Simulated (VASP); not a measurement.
# Ge (Cmmm) in VASP: a series of runs

Runs on Ge. Level: PBE. Tasks: single point, relaxation of cell and atoms.

Program: VASP 6.6.1. These are calculated values, not measurements. Logs are shortened: lines on timing, memory, paths and dates and some standing lists are left out, and cuts for length are marked.

## Step 1: The cell of the first run

Symmetry: Cmmm, No. 65, orthorhombic system. Conventional cell: a = 3.979 Å, b = 9.193 Å, c = 3.525 Å, α = 90.00°, β = 90.00°, γ = 90.00°. Ge (site symmetry m2m) has 5 Ge at 2.39 to 3.27 Å within 3.3 Å. Ge (site symmetry mmm) has 4 Ge at 2.41 Å within 3.2 Å.

The cell was generated, and may not be a known phase.

## Step 2: Single point, PBE

The input, INCAR:

```
PREC = Accurate
ENCUT = 520
EDIFF = 1E-7
ISMEAR = 0
SIGMA = 0.1
LREAL = False
LASPH = True
NELM = 60
ALGO = Normal
ISIF = 2
LWAVE = False
LCHARG = False
GGA = PE
NBANDS = 28
```

The input, KPOINTS:

```
regular mesh
0
Gamma
  6 6 6
```

The input, POSCAR:

```
Ge
1.0
    1.9894910100     -4.5967486200      0.0000000000
    1.9894910100      4.5967486200      0.0000000000
    0.0000000000      0.0000000000      3.5250642200
Ge
3
Direct
    0.6780484600      0.3219515400      0.5000000000
    0.3219515400      0.6780484600      0.5000000000
    0.5000000000      0.5000000000      0.0000000000
```

Potentials or basis: VASP PAW PBE potentials, release 64 (Ge_d).

Launch:

```
$ cat potpaw_PBE.64/Ge_d/POTCAR > POTCAR
$ mpirun -np 1 vasp_std > vasp.out
```

OUTCAR:

```text
PREC = Accurate
   ENCUT = 520
   EDIFF = 1E-7
   ISMEAR = 0
   LREAL = False
   LASPH = True
   NELM = 60
   ISIF = 2
   GGA = PE

 ion  position               nearest neighbor table
   1  0.678  0.322  0.500-   2 2.39   2 2.39   3 2.41   3 2.41
   2  0.322  0.678  0.500-   1 2.39   1 2.39   3 2.41   3 2.41
   3  0.500  0.500  0.000-   1 2.41   2 2.41   1 2.41   2 2.41

  LATTYP: Found a base centered orthorhombic cell.
 ALAT       =     3.9789820200
 B/A-ratio  =     2.3105148990
 C/A-ratio  =     0.8859211231

  Lattice vectors:

 A1 = (   1.9894910100,  -4.5967486200,   0.0000000000)
 A2 = (   1.9894910100,   4.5967486200,   0.0000000000)
 A3 = (   0.0000000000,   0.0000000000,   3.5250642200)

Analysis of symmetry for initial positions (statically):
=====================================================================
 Subroutine PRICEL returns:
 Original cell was already a primitive cell.

 Routine SETGRP: Setting up the symmetry group for a
 base centered orthorhombic supercell.

 Subroutine GETGRP returns: Found  8 space group operations
 (whereof  8 operations were pure point group operations)
 out of a pool of  8 trial point group operations.

The static configuration has the point symmetry D_2h.

Analysis of symmetry for dynamics (positions and initial velocities):
=====================================================================
 Subroutine PRICEL returns:
 Original cell was already a primitive cell.

 Routine SETGRP: Setting up the symmetry group for a
 base centered orthorhombic supercell.

 Subroutine GETGRP returns: Found  8 space group operations
 (whereof  8 operations were pure point group operations)
 out of a pool of  8 trial point group operations.

The dynamic configuration has the point symmetry D_2h.

 Subroutine INISYM returns: Found  8 space group operations
 (whereof  8 operations are pure point group operations),
 and found     1 'primitive' translations

----------------------------------------------------------------------------------------

                                     Primitive cell

  volume of cell :      64.4748

  direct lattice vectors                    reciprocal lattice vectors
     1.989491010 -4.596748620  0.000000000     0.251320563 -0.108772535  0.000000000
     1.989491010  4.596748620  0.000000000     0.251320563  0.108772535  0.000000000
     0.000000000  0.000000000  3.525064220     0.000000000  0.000000000  0.283682775

  length of vectors
     5.008809475  5.008809475  3.525064220     0.273849392  0.273849392  0.283682775

  position of ions in fractional coordinates (direct lattice)
     0.678048460  0.321951540  0.500000000
     0.321951540  0.678048460  0.500000000
     0.500000000  0.500000000  0.000000000

  ion indices of the primitive-cell ions
   primitive index   ion index
                 1           1
                 2           2
                 3           3

----------------------------------------------------------------------------------------

 KPOINTS: regular mesh

Automatic generation of k-mesh.
 Grid dimensions read from file:
 generate k-points for:    6    6    6

 Generating k-lattice:

  Cartesian coordinates                     Fractional coordinates (reciprocal lattice)
     0.041886760 -0.018128756  0.000000000     0.166666667  0.000000000  0.000000000
     0.041886760  0.018128756  0.000000000     0.000000000  0.166666667  0.000000000
     0.000000000  0.000000000  0.047280463     0.000000000  0.000000000  0.166666667

  Length of vectors
     0.045641565  0.045641565  0.047280463

  Shift w.r.t. Gamma in fractional coordinates (k-lattice)
     0.000000000  0.000000000  0.000000000

 Subroutine IBZKPT returns following result:
 ===========================================

 Found     52 irreducible k-points:

 Following reciprocal coordinates:
            Coordinates               Weight
  0.000000  0.000000  0.000000      1.000000
  0.166667  0.000000  0.000000      4.000000
  0.333333  0.000000  0.000000      4.000000
  0.500000  0.000000  0.000000      2.000000
  0.166667  0.166667  0.000000      2.000000
  0.333333  0.166667  0.000000      4.000000
[... 16 lines left out ...]
  0.333333  0.333333  0.166667      4.000000
  0.500000  0.333333  0.166667      8.000000
 [... further k-points ...]
   k-points           NKPTS =     52   k-points in BZ     NKDIM =     52   number of bands    NBANDS=     28
   number of dos      NEDOS =    301   number of ions     NIONS =      3
   total plane-waves  NPLWV =  44800
   dimension x,y,z NGX =    40 NGY =   40 NGZ =   28
   dimension x,y,z NGXF=    80 NGYF=   80 NGZF=   56
   ions per type =               3
   NGX,Y,Z   is equivalent  to a cutoff of  13.28, 13.28, 13.21 a.u.
   NGXF,Y,Z  is equivalent  to a cutoff of  26.55, 26.55, 26.41 a.u.
 SYSTEM =  unknown system
   PREC   = accura    normal or accurate (medium, high low for compatibility)
   ISTART =      0    job   : 0-new  1-cont  2-samecut
   ICHARG =      2    charge: 1-file 2-atom 10-const
   ISPIN  =      1    spin polarized calculation?
   LNONCOLLINEAR =      F non collinear calculations
   LSORBIT =      F    spin-orbit coupling
   LASPH  =      T    aspherical Exc in radial PAW
   ENCUT  =  520.0 eV  38.22 Ry    6.18 a.u.   9.31  9.31  6.55*2*pi/ulx,y,z
   NELM   =     60;   NELMIN=  2; NELMDL= -5     # of ELM steps
   EDIFF  = 0.1E-06   stopping-criterion for ELM
   LREAL  =      F    real-space projection
   EDIFFG = 0.1E-05   stopping-criterion for IOM
   NSW    =      0    number of steps for IOM
   IBRION =     -1    ionic relax: 0-MD 1-quasi-New 2-CG
   NFREE  =      0    steps in history (QN), initial steepest desc. (CG)
   ISIF   =      2    stress and relaxation
   ISYM   =      2    0-nonsym 1-usesym 2-fastsym
   POTIM  = 0.5000    time-step for ionic-motion
   TEBEG  =    0.0;   TEEND  =   0.0 temperature during run
   PSTRESS=    0.0 pullay stress
   NELECT =      42.0000    total number of electrons
   NUPDOWN=      -1.0000    fix difference up-down
   EMIN   =  10.00;   EMAX   =-10.00  energy-range for DOS
   EFERMI =   0.00;   METHOD = LEGACY
   ISMEAR =     0;   SIGMA  =   0.10  broadening in eV -4-tet -1-fermi 0-gaus
   EFERMI_NEDOS =   21; number of points for ismear=-14 and -15
   IALGO  =     38    algorithm
   IMIX   =      4    mixing-type and parameters
     AMIX     =   0.40;   BMIX     =  1.00
     AMIX_MAG =   1.60;   BMIX_MAG =  1.00
  volume/ion in A,a.u.               =      21.49       145.03
  Fermi-wavevector in a.u.,A,eV,Ry     =   1.419149  2.681803 27.401916  2.013984
  Thomas-Fermi vector in A             =   2.540200
   LORBIT       =      0    0 simple, 1 ext, 2 COOP (PROOUT), +10 PAW based schemes
   GGA     = PE    functional components
   LHFCALC =     F    Hartree Fock is set to
   AEXX    =    0.0000 exact exchange contribution
   IVDW    =     0    specifies the selected vdW correction
   LEPSILON=     F    determine dielectric tensor
   LRPA    =     F    only Hartree local field effects (RPA)
 non-spin polarized calculation
 Gauss-broadening in eV      SIGMA  =   0.10
  energy-cutoff  :      520.00
  volume of cell :       64.47
 maximum number of plane-waves:      1756
 NGX is ok and might be reduce to    40
   NGX = 19   NGY = 19   NGZ = 13

 number of electron      41.9999969 magnetization

 Free energy of the ion-electron system (eV)
  ---------------------------------------------------
  ext. energy  EPLUGINS =         0.00000000
  ---------------------------------------------------
  free energy    TOTEN  =       -11.91836553 eV

  energy without entropy =      -11.91535010  energy(sigma->0) =      -11.91685782

 E-fermi :   5.4156     XC(G=0): -10.2365

 val. band max:        5.3818019298   @ k =   0.0000   0.0000   0.1667
 cond. band min:       5.4409517456   @ k =   0.3333   0.3333   0.3333
 fundamental gap:      0.0591498158
 Fermi energy:         5.4155902812

 k-point     1 :       0.0000    0.0000    0.0000
  band No.  band energies     occupation
      1     -19.6722      2.00000
      2     -19.6060      2.00000
      3     -19.6011      2.00000
      4     -19.4966      2.00000
      5     -19.4855      2.00000
      6     -19.4823      2.00000
[... 20 lines left out ...]
     27      11.8126      0.00000
     28      13.4132      0.00000

 k-point     2 :       0.1667    0.0000    0.0000
  band No.  band energies     occupation
      1     -19.6767      2.00000
      2     -19.6095      2.00000
      3     -19.6018      2.00000
      4     -19.5141      2.00000
      5     -19.4844      2.00000
      6     -19.4650      2.00000
[... 20 lines left out ...]
     27      11.5505      0.00000
     28      13.0732      0.00000

 k-point     3 :       0.3333    0.0000    0.0000
  band No.  band energies     occupation
      1     -19.6847      2.00000
      2     -19.6173      2.00000
      3     -19.5927      2.00000
      4     -19.5313      2.00000
      5     -19.4901      2.00000
      6     -19.4540      2.00000
[... 20 lines left out ...]
     27      12.3421      0.00000
     28      13.5052      0.00000

 k-point     4 :       0.5000    0.0000    0.0000
  band No.  band energies     occupation
      1     -19.6883      2.00000
      2     -19.6174      2.00000
      3     -19.5860      2.00000
      4     -19.5436      2.00000
      5     -19.4930      2.00000
      6     -19.4501      2.00000
[... 578 lines left out ...]
     27      12.3871      0.00000
     28      13.1071      0.00000

 k-point    23 :       0.3333    0.3333    0.1667
  band No.  band energies     occupation
      1     -19.6726      2.00000
      2     -19.6272      2.00000
      3     -19.5523      2.00000
      4     -19.5383      2.00000
      5     -19.5202      2.00000
      6     -19.4701      2.00000
[... 20 lines left out ...]
     27      12.7038      0.00000
     28      13.2999      0.00000

 k-point    24 :       0.5000    0.3333    0.1667
  band No.  band energies     occupation
      1     -19.6720      2.00000
      2     -19.6195      2.00000
      3     -19.5535      2.00000
      4     -19.5445      2.00000
      5     -19.5120      2.00000
      6     -19.4836      2.00000
[... 20 lines left out ...]
     27      12.5950      0.00000
     28      13.0865      0.00000

 [... further k-points ...]

------------------------ aborting loop because EDIFF is reached ----------------------------------------

  FORCE on cell =-STRESS in cart. coord.  units (eV):
  Direction    XX          YY          ZZ          XY          YZ          ZX
  --------------------------------------------------------------------------------------
  -------------------------------------------------------------------------------------
  Total        1.8249731      6.2665521      7.1327654      0.0000000      0.0000000      0.0000000
  in kB       45.3499997    155.7218196    177.2469436      0.0000000      0.0000000      0.0000000
  external PRESSURE =     126.1062543 kB  Pullay stress =       0.0000000 kB

 VOLUME and BASIS-vectors are now :
 -----------------------------------------------------------------------------
  energy-cutoff  :      520.00
  volume of cell :       64.47
      direct lattice vectors                 reciprocal lattice vectors
     1.989491010 -4.596748620  0.000000000     0.251320563 -0.108772535  0.000000000
     1.989491010  4.596748620  0.000000000     0.251320563  0.108772535  0.000000000
     0.000000000  0.000000000  3.525064220     0.000000000  0.000000000  0.283682775

 POSITION                                       TOTAL-FORCE (eV/Angst)
 -----------------------------------------------------------------------------------
      1.98949     -1.63689      1.76253         0.000000      0.093017      0.000000
      1.98949      1.63689      1.76253         0.000000     -0.093017     -0.000000
      1.98949      0.00000      0.00000         0.000000     -0.000000      0.000000
 -----------------------------------------------------------------------------------
    total drift:                                0.000000      0.000000      0.000000

  FREE ENERGIE OF THE ION-ELECTRON SYSTEM (eV)
  ---------------------------------------------------
  free  energy   TOTEN  =       -11.9183655348 eV

  energy  without entropy=      -11.9153501041  energy(sigma->0) =      -11.91685782
```

It took 2.8 min on 1 thread of Intel Xeon 8259CL, shared host; peak memory 0.23 GiB.

Results:

| Quantity | Value |
| --- | --- |
| Free energy | -11.9184 eV |
| Pressure | 12.6 GPa |
| Largest force | 0.093 eV/Å |
| Band gap on the k mesh | zero (bands 21 and 22 overlap by 2.46 eV) |

Forces in eV/Å, atoms in the order of the input:
```
Ge   0.000  0.093  0.000
Ge   0.000 -0.093  0.000
Ge   0.000  0.000  0.000
```

Stress tensor (GPa, compression positive):
```
 4.53  0.00  0.00
 0.00 15.57  0.00
 0.00  0.00 17.72
```

Caveat: the stress differs along the axes, from 5 to 18 GPa.

## Step 3: Single point, PBE

This run uses another cell than the first one, of 25.05 Å³/atom.

The input, INCAR:

```
ALGO = Normal ; EDIFF = 1E-6
ENCUT = 520 ; GGA = PE
ISIF = 2 ; ISMEAR = 0
LASPH = T ; LCHARG = T
LELF = T ; LREAL = F
LVHAR = T ; LWAVE = F
NBANDS = 28 ; NELM = 60
PREC = Accurate ; SIGMA = 0.1
```

The input, KPOINTS:

```
k-points
0
Gamma
  6 6 6
```

The input, POSCAR:

```
Ge
1.0
    1.9814645613     -4.8922674697      0.0000000000
    1.9814645613      4.8922674697      0.0000000000
    0.0000000000      0.0000000000      3.8756799331
Ge
3
Direct
    0.6720169064      0.3279830936      0.5000000000
    0.3279830936      0.6720169064      0.5000000000
    0.5000000000      0.5000000000      0.0000000000
```

Potentials or basis: VASP PAW PBE potentials, release 64 (Ge_d).

Launch:

```
$ cat potpaw_PBE.64/Ge_d/POTCAR > POTCAR
$ mpirun -np 1 vasp_std > vasp.out
```

OUTCAR:

```text
EDIFF = 1E-6
   ENCUT = 520
   GGA = PE
   ISIF = 2
   ISMEAR = 0
   LASPH = T
   LREAL = F
   NELM = 60
   PREC = Accurate

 ion  position               nearest neighbor table
   1  0.672  0.328  0.500-   2 2.50   2 2.50   3 2.57   3 2.57
   2  0.328  0.672  0.500-   1 2.50   1 2.50   3 2.57   3 2.57
   3  0.500  0.500  0.000-   1 2.57   2 2.57   1 2.57   2 2.57

  LATTYP: Found a base centered orthorhombic cell.
 ALAT       =     3.9629291226
[... 939 lines left out ...]

  FORCE on cell =-STRESS in cart. coord.  units (eV):
  Direction    XX          YY          ZZ          XY          YZ          ZX
  --------------------------------------------------------------------------------------
  -------------------------------------------------------------------------------------
  Total       -0.0050276      0.1147567     -0.0348425      0.0000000      0.0000000      0.0000000
  in kB       -0.1071996      2.4468878     -0.7429259      0.0000000      0.0000000      0.0000000
  external PRESSURE =       0.5322541 kB  Pullay stress =       0.0000000 kB

 VOLUME and BASIS-vectors are now :
 -----------------------------------------------------------------------------
  energy-cutoff  :      520.00
  volume of cell :       75.14
      direct lattice vectors                 reciprocal lattice vectors
     1.981464561 -4.892267470  0.000000000     0.252338603 -0.102202098  0.000000000
     1.981464561  4.892267470  0.000000000     0.252338603  0.102202098  0.000000000
     0.000000000  0.000000000  3.875679933     0.000000000  0.000000000  0.258019242

 POSITION                                       TOTAL-FORCE (eV/Angst)
 -----------------------------------------------------------------------------------
      1.98146     -1.68311      1.93784         0.000000      0.012335      0.000000
      1.98146      1.68311      1.93784         0.000000     -0.012335      0.000000
      1.98146      0.00000      0.00000         0.000000      0.000000      0.000000
 -----------------------------------------------------------------------------------
    total drift:                               -0.000000      0.000000      0.000000

  FREE ENERGIE OF THE ION-ELECTRON SYSTEM (eV)
  ---------------------------------------------------
  free  energy   TOTEN  =       -12.4202075941 eV

  energy  without entropy=      -12.4148511855  energy(sigma->0) =      -12.41752939
```

It took 2.8 min on 1 thread of Intel Xeon 8259CL, shared host; peak memory 0.25 GiB.

What came out:

```yaml
Free_energy: -12.4202 eV
Pressure: 0.1 GPa
Largest_force: 0.012 eV/Å
Band_gap_on_the_k_mesh: zero (bands 21 and 22 overlap by 2.57 eV)
```

Forces on the atoms (eV/Å):
```
Ge   0.000  0.012  0.000
Ge   0.000 -0.012  0.000
Ge   0.000  0.000  0.000
```

Stress tensor (GPa, compression positive):
```
-0.01  0.00  0.00
 0.00  0.24  0.00
 0.00  0.00 -0.07
```

## Step 4: Relaxation of cell and atoms, PBE

The input, INCAR:

```
SYSTEM = Ge
PREC = Accurate
ENCUT = 600
EDIFF = 1E-6
ISMEAR = 0
SIGMA = 0.1
LREAL = .FALSE.
LASPH = .TRUE.
NELM = 60
ALGO = Normal
ISIF = 3
LWAVE = .FALSE.
LCHARG = .FALSE.
GGA = PE
IBRION = 2
NSW = 90
EDIFFG = -0.04
```

The input, KPOINTS:

```
regular mesh
0
G
  6 6 6
  0 0 0
```

The input, POSCAR:

```
Ge
1.0
    1.9894910100     -4.5967486200      0.0000000000
    1.9894910100      4.5967486200      0.0000000000
    0.0000000000      0.0000000000      3.5250642200
Ge
3
Direct
    0.6780484600      0.3219515400      0.5000000000
    0.3219515400      0.6780484600      0.5000000000
    0.5000000000      0.5000000000      0.0000000000
```

Launch:

```
$ cat potpaw_PBE.64/Ge_d/POTCAR > POTCAR
$ mpirun -np 1 vasp_std > vasp.out
```

It took 16 min on 1 thread of Intel Xeon 8259CL, shared host; peak memory 0.26 GiB.

Results (log left out):

```
Free energy                           : -12.4196 eV
Relaxed volume                        : 25.04 Å³/atom
Relaxed cell                          : a = 5.284 Å, b = 5.284 Å, c = 3.874 Å, α = 90.00°, β = 90.00°, γ = 136.02°
Space group after relaxing (to 0.1 Å) : Cmmm (No. 65)
Energy gained by relaxing             : 167.0 meV/atom
Ionic steps                           : 10
Pressure after relaxing               : 0.1 GPa
Largest force after relaxing          : 0.013 eV/Å
Band gap on the k mesh                : zero (bands 21 and 22 overlap by 2.60 eV)
```

Forces in eV/Å, atoms in the order of the input:
```
Ge   0.000  0.013  0.000
Ge   0.000 -0.013  0.000
Ge   0.000  0.000  0.000
```

Stress tensor (GPa, compression positive):
```
 0.10  0.00  0.00
 0.00  0.16  0.00
 0.00  0.00 -0.08
```

The path:
```tsv
step	energy change (eV)	largest force (eV/Å)	pressure (GPa)	volume (Å³)
1	0.0000	0.0931	12.62	64.47
2	-0.4077	0.5175	-3.02	81.45
3	-0.4640	0.5398	0.03	75.98
4	-0.4639	0.5427	-0.32	76.36
5	-0.4874	0.2679	-0.45	76.39
6	-0.4971	0.0372	-0.46	76.43
7	-0.5002	0.0141	-0.14	75.49
8	-0.5002	0.0026	0.21	74.87
9	-0.5003	0.0002	0.12	75.04
10	-0.5010	0.0130	0.06	75.12
```

Final structure:
```xyz
3
Lattice="1.9787 -4.8998 0.0000 1.9787 4.8998 0.0000 0.0000 0.0000 3.8743" Properties=species:S:1:pos:R:3 pbc="T T T"
Ge    1.9787   -1.6854    1.9372
Ge    1.9787    1.6854    1.9372
Ge    1.9787    0.0000    0.0000
```

Levels at points of the mesh, in eV from the Fermi level:
```csv
k point,band 19,band 20,band 21,band 22,band 23,band 24
"(0.00, 0.00, 0.00)",-2.04,-1.04,0.51,1.08,2.20,3.47
"(0.50, 0.00, 0.00)",-3.42,-1.12,-0.07,0.29,1.74,4.01
"(0.50, 0.50, 0.00)",-1.48,-0.92,-0.58,0.03,1.64,3.13
"(0.00, 0.00, 0.50)",-3.59,-2.34,-0.56,-0.47,2.14,3.14
"(0.50, 0.00, 0.50)",-3.69,-3.22,-1.32,-0.85,1.01,3.90
"(0.50, 0.50, 0.50)",-4.62,-0.91,1.70,1.90,2.03,4.39
```

Caveat: the volume moved by over 15 % at a fixed basis, so the end points are rough.

(Continued in part 2 of 2.)

The gap in the log of VASP goes by the Fermi energy; the results here count the filled bands.